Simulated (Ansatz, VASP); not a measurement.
Ir: VASP beside Ansatz

```xyz
1
Lattice="0.0000 1.9054 1.9054 1.9054 0.0000 1.9054 1.9054 1.9054 0.0000" Properties=species:S:1:pos:R:3 pbc="T T T"
Ir    0.0000    0.0000    0.0000
```

Alike in both runs: task single point; functional LDA; k mesh 22 × 22 × 22; occupations gaussian, width 0.15 eV; no spin polarisation.

|  | VASP | Ansatz |
| --- | --- | --- |
| version | VASP 6.6.1 | Ansatz 0.2.0 |
| potentials or method | VASP PAW LDA potentials, release 64 (Ir_sv_GW), cutoff 560 eV | scalar-relativistic, plane waves, PAW |
| valence electrons in the cell | 17 | 17 |

```tsv
	VASP	Ansatz	Ansatz less VASP
gap on the k mesh at the Fermi level (eV)	none	none	-
pressure (GPa)	-0.2	0.2	+0.36
```

LDA's correlation is that of Perdew and Zunger in VASP and of Perdew and Wang (1992) in Ansatz. A gap of «none» marks a metal or a gap that the smearing closes.

Spin-orbit coupling is off throughout.
